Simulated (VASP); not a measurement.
# Cs2Cd (Fm-3m) in VASP: further runs

Runs on Cs2Cd. Level: PBE. Tasks: single point.

All numbers are computed with VASP 6.6.1; they aren't measurements. Logs are shortened: lines on timing, memory, paths and dates and some standing lists are left out, and cuts for length are marked.

## 1. The cell of the first run

The structure is cubic, space group Fm-3m (No. 225). The conventional cell has a = 8.269 Å, b = 8.269 Å, c = 8.269 Å, α = 90.00°, β = 90.00°, γ = 90.00°. Cs (site symmetry -43m) has 4 Cd at 3.58 Å and 6 Cs at 4.13 Å within 4.7 Å. Cd (site symmetry m-3m) has 8 Cs at 3.58 Å within 4.7 Å.

## 2. Single point, PBE

Contents of INCAR:

```
SYSTEM = Cs2Cd
PREC = Accurate
ENCUT = 520
EDIFF = 1E-6
ISMEAR = 0
SIGMA = 0.1
LREAL = .FALSE.
LASPH = .TRUE.
NELM = 80
ALGO = Normal
ISIF = 2
LWAVE = .FALSE.
LCHARG = .FALSE.
GGA = PE
NBANDS = 22
```

Contents of KPOINTS:

```
Automatic mesh
0
G
  4 4 4
  0 0 0
```

Contents of POSCAR:

```
Cs2Cd
1.0
    0.0000000000      4.1345174900      4.1345174900
    4.1345174900      0.0000000000      4.1345174900
    4.1345174900      4.1345174900      0.0000000000
Cs Cd
2 1
Direct
    0.2500000000      0.2500000000      0.2500000000
    0.7500000000      0.7500000000      0.7500000000
    0.5000000000      0.5000000000      0.5000000000
```

Potentials or basis: VASP PAW PBE potentials, release 64 (Cs_sv, Cd).

The run is started by

```sh
$ cat potpaw_PBE.64/Cs_sv/POTCAR potpaw_PBE.64/Cd/POTCAR > POTCAR
$ mpirun -np 1 vasp_std > vasp.out
```

OUTCAR:

```text
SYSTEM = Cs2Cd
   PREC = Accurate
   ENCUT = 520
   EDIFF = 1E-6
   ISMEAR = 0
   LREAL = .FALSE.
   LASPH = .TRUE.
   NELM = 80
   ISIF = 2
   GGA = PE

 ion  position               nearest neighbor table
   1  0.250  0.250  0.250-
   2  0.750  0.750  0.750-
   3  0.500  0.500  0.500-

  LATTYP: Found a face centered cubic cell.
 ALAT       =     8.2690349800

  Lattice vectors:

 A1 = (   0.0000000000,   4.1345174900,   4.1345174900)
 A2 = (   4.1345174900,   0.0000000000,   4.1345174900)
 A3 = (   4.1345174900,   4.1345174900,   0.0000000000)

Analysis of symmetry for initial positions (statically):
=====================================================================
 Subroutine PRICEL returns:
 Original cell was already a primitive cell.

 Routine SETGRP: Setting up the symmetry group for a
 face centered cubic supercell.

 Subroutine GETGRP returns: Found 48 space group operations
 (whereof 48 operations were pure point group operations)
 out of a pool of 48 trial point group operations.

The static configuration has the point symmetry O_h .

Analysis of symmetry for dynamics (positions and initial velocities):
=====================================================================
 Subroutine PRICEL returns:
 Original cell was already a primitive cell.

 Routine SETGRP: Setting up the symmetry group for a
 face centered cubic supercell.

 Subroutine GETGRP returns: Found 48 space group operations
 (whereof 48 operations were pure point group operations)
 out of a pool of 48 trial point group operations.

The dynamic configuration has the point symmetry O_h .

 Subroutine INISYM returns: Found 48 space group operations
 (whereof 48 operations are pure point group operations),
 and found     1 'primitive' translations

----------------------------------------------------------------------------------------

                                     Primitive cell

  volume of cell :     141.3528

  direct lattice vectors                    reciprocal lattice vectors
     0.000000000  4.134517490  4.134517490    -0.120933096  0.120933096  0.120933096
     4.134517490  0.000000000  4.134517490     0.120933096 -0.120933096  0.120933096
     4.134517490  4.134517490  0.000000000     0.120933096  0.120933096 -0.120933096

  length of vectors
[... 63 lines left out ...]
   LSORBIT =      F    spin-orbit coupling
   LASPH  =      T    aspherical Exc in radial PAW
   ENCUT  =  520.0 eV  38.22 Ry    6.18 a.u.  10.87 10.87 10.87*2*pi/ulx,y,z
   NELM   =     80;   NELMIN=  2; NELMDL= -5     # of ELM steps
   EDIFF  = 0.1E-05   stopping-criterion for ELM
   LREAL  =      F    real-space projection
   EDIFFG = 0.1E-04   stopping-criterion for IOM
   NSW    =      0    number of steps for IOM
   IBRION =     -1    ionic relax: 0-MD 1-quasi-New 2-CG
   NFREE  =      0    steps in history (QN), initial steepest desc. (CG)
   ISIF   =      2    stress and relaxation
   ISYM   =      2    0-nonsym 1-usesym 2-fastsym
   POTIM  = 0.5000    time-step for ionic-motion
   TEBEG  =    0.0;   TEEND  =   0.0 temperature during run
   PSTRESS=    0.0 pullay stress
   NELECT =      30.0000    total number of electrons
   NUPDOWN=      -1.0000    fix difference up-down
   EMIN   =  10.00;   EMAX   =-10.00  energy-range for DOS
   EFERMI =   0.00;   METHOD = LEGACY
   ISMEAR =     0;   SIGMA  =   0.10  broadening in eV -4-tet -1-fermi 0-gaus
   EFERMI_NEDOS =   21; number of points for ismear=-14 and -15
   IALGO  =     38    algorithm
   IMIX   =      4    mixing-type and parameters
     AMIX     =   0.40;   BMIX     =  1.00
     AMIX_MAG =   1.60;   BMIX_MAG =  1.00
  volume/ion in A,a.u.               =      47.12       317.97
  Fermi-wavevector in a.u.,A,eV,Ry     =   0.976518  1.845352 12.974354  0.953588
  Thomas-Fermi vector in A             =   2.107143
   LORBIT       =      0    0 simple, 1 ext, 2 COOP (PROOUT), +10 PAW based schemes
   GGA     = PE    functional components
   LHFCALC =     F    Hartree Fock is set to
   AEXX    =    0.0000 exact exchange contribution
   IVDW    =     0    specifies the selected vdW correction
   LEPSILON=     F    determine dielectric tensor
   LRPA    =     F    only Hartree local field effects (RPA)
 non-spin polarized calculation
 Gauss-broadening in eV      SIGMA  =   0.10
  energy-cutoff  :      520.00
  volume of cell :      141.35
 maximum number of plane-waves:      3839
 NGX is ok and might be reduce to    48
   NGX = 21   NGY = 21   NGZ = 21

 number of electron      30.0000001 magnetization

 Free energy of the ion-electron system (eV)
  ---------------------------------------------------
  ext. energy  EPLUGINS =         0.00000000
  ---------------------------------------------------
  free energy    TOTEN  =        -1.73124288 eV

  energy without entropy =       -1.71778726  energy(sigma->0) =       -1.72451507

 E-fermi :   2.4257     XC(G=0):  -7.9118

 val. band max:        2.1079991344   @ k =   0.5000   0.0000   0.0000
 cond. band min:       2.4867410416   @ k =   0.2500   0.0000   0.0000
 fundamental gap:      0.3787419072
 Fermi energy:         2.4257354174

 k-point     1 :       0.0000    0.0000    0.0000
  band No.  band energies     occupation
      1     -20.9813      2.00000
      2     -20.7709      2.00000
      3      -8.2181      2.00000
      4      -8.2181      2.00000
      5      -8.2181      2.00000
      6      -7.4702      2.00000
[... 189 lines left out ...]
     21       5.8516      0.00000
     22       6.1173      0.00000

------------------------ aborting loop because EDIFF is reached ----------------------------------------

  FORCE on cell =-STRESS in cart. coord.  units (eV):
  Direction    XX          YY          ZZ          XY          YZ          ZX
  --------------------------------------------------------------------------------------
  -------------------------------------------------------------------------------------
  Total        3.5674518      3.5674518      3.5674518      0.0000000      0.0000000      0.0000000
  in kB       40.4356291     40.4356291     40.4356291      0.0000000      0.0000000      0.0000000
  external PRESSURE =      40.4356291 kB  Pullay stress =       0.0000000 kB

 VOLUME and BASIS-vectors are now :
 -----------------------------------------------------------------------------
  energy-cutoff  :      520.00
  volume of cell :      141.35
      direct lattice vectors                 reciprocal lattice vectors
     0.000000000  4.134517490  4.134517490    -0.120933096  0.120933096  0.120933096
     4.134517490  0.000000000  4.134517490     0.120933096 -0.120933096  0.120933096
     4.134517490  4.134517490  0.000000000     0.120933096  0.120933096 -0.120933096

 POSITION                                       TOTAL-FORCE (eV/Angst)
 -----------------------------------------------------------------------------------
      2.06726      2.06726      2.06726         0.000000      0.000000      0.000000
      6.20178      6.20178      6.20178        -0.000000     -0.000000     -0.000000
      4.13452      4.13452      4.13452         0.000000      0.000000      0.000000
 -----------------------------------------------------------------------------------
    total drift:                               -0.000000     -0.000000     -0.000000

  FREE ENERGIE OF THE ION-ELECTRON SYSTEM (eV)
  ---------------------------------------------------
  free  energy   TOTEN  =        -1.7312428778 eV

  energy  without entropy=       -1.7177872634  energy(sigma->0) =       -1.72451507
```

Run time: 69 s. Hardware: 1 thread of AMD EPYC, shared host; peak memory 0.28 GiB.

What came out:

```
Free energy            : -1.7312 eV
Pressure               : 4.0 GPa
Band gap on the k mesh : zero (band 15 reaches 2.53 eV, above the bottom of band 16 at 2.08 eV)
```

Levels at points of the mesh, in eV from the Fermi level:
| k point | band 13 | band 14 | band 15 | band 16 | band 17 | band 18 |
| --- | --- | --- | --- | --- | --- | --- |
| (0.00, 0.00, 0.00) | -9.13 | -4.39 | -0.34 | -0.34 | -0.34 | 1.38 |
| (0.50, 0.00, 0.00) | -9.14 | -3.51 | -0.32 | 0.66 | 0.66 | 2.43 |
| (0.50, 0.50, 0.00) | -9.15 | -3.46 | -0.83 | 0.68 | 1.52 | 1.52 |

Caveat: spin-orbit coupling is left out, which moves the levels of the heavy elements.

## 3. Single point, PBE

This run uses another cell than the first one, of 68.66 Å³/atom, 1.457 times its volume.

Contents of INCAR:

```
PREC = Accurate
ENCUT = 520
EDIFF = 1E-6
ISMEAR = 0
SIGMA = 0.1
LREAL = F
LASPH = T
NELM = 100
ALGO = Normal
ISIF = 2
LWAVE = F
LCHARG = T
GGA = PE
LELF = T
LVHAR = T
NBANDS = 22
```

Contents of KPOINTS:

```
regular mesh
0
Gamma
  4 4 4
```

Contents of POSCAR:

```
Cs2Cd
1.0
    0.0000000000      4.6873783304      4.6873783304
    4.6873783304      0.0000000000      4.6873783304
    4.6873783304      4.6873783304      0.0000000000
Cs Cd
2 1
Direct
    0.2500000000      0.2500000000      0.2500000000
    0.7500000000      0.7500000000      0.7500000000
    0.5000000000      0.5000000000      0.5000000000
```

Potentials or basis: VASP PAW PBE potentials, release 64 (Cs_sv, Cd).

The run is started by

```sh
$ cat potpaw_PBE.64/Cs_sv/POTCAR potpaw_PBE.64/Cd/POTCAR > POTCAR
$ mpirun -np 1 vasp_std > vasp.out
```

OUTCAR:

```text
PREC = Accurate
   ENCUT = 520
   EDIFF = 1E-6
   ISMEAR = 0
   LREAL = F
   LASPH = T
   NELM = 100
   ISIF = 2
   GGA = PE

 ion  position               nearest neighbor table
   1  0.250  0.250  0.250-
   2  0.750  0.750  0.750-
   3  0.500  0.500  0.500-

  LATTYP: Found a face centered cubic cell.
 ALAT       =     9.3747566608

  Lattice vectors:
[... 369 lines left out ...]
     21       3.8126      0.00000
     22       4.2095      0.00000

------------------------ aborting loop because EDIFF is reached ----------------------------------------

  FORCE on cell =-STRESS in cart. coord.  units (eV):
  Direction    XX          YY          ZZ          XY          YZ          ZX
  --------------------------------------------------------------------------------------
  -------------------------------------------------------------------------------------
  Total        0.3935574      0.3935574      0.3935574      0.0000000     -0.0000000     -0.0000000
  in kB        3.0612493      3.0612493      3.0612493      0.0000000     -0.0000000     -0.0000000
  external PRESSURE =       3.0612493 kB  Pullay stress =       0.0000000 kB

 VOLUME and BASIS-vectors are now :
 -----------------------------------------------------------------------------
  energy-cutoff  :      520.00
  volume of cell :      205.98
      direct lattice vectors                 reciprocal lattice vectors
     0.000000000  4.687378330  4.687378330    -0.106669435  0.106669435  0.106669435
     4.687378330  0.000000000  4.687378330     0.106669435 -0.106669435  0.106669435
     4.687378330  4.687378330  0.000000000     0.106669435  0.106669435 -0.106669435

 POSITION                                       TOTAL-FORCE (eV/Angst)
 -----------------------------------------------------------------------------------
      2.34369      2.34369      2.34369        -0.000000      0.000000     -0.000000
      7.03107      7.03107      7.03107        -0.000000     -0.000000      0.000000
      4.68738      4.68738      4.68738         0.000000     -0.000000     -0.000000
 -----------------------------------------------------------------------------------
    total drift:                               -0.000000      0.000000      0.000000

  FREE ENERGIE OF THE ION-ELECTRON SYSTEM (eV)
  ---------------------------------------------------
  free  energy   TOTEN  =        -2.4182371294 eV

  energy  without entropy=       -2.4078735914  energy(sigma->0) =       -2.41305536
```

Wall time 76 s (1 thread of AMD EPYC, shared host); peak memory 0.31 GiB.

What came out:

```
Free energy            : -2.4182 eV
Pressure               : 0.3 GPa
Band gap on the k mesh : zero (band 15 reaches 1.17 eV, above the bottom of band 16 at 0.92 eV)
```

Caveat: spin-orbit coupling is left out, which moves the levels of the heavy elements.
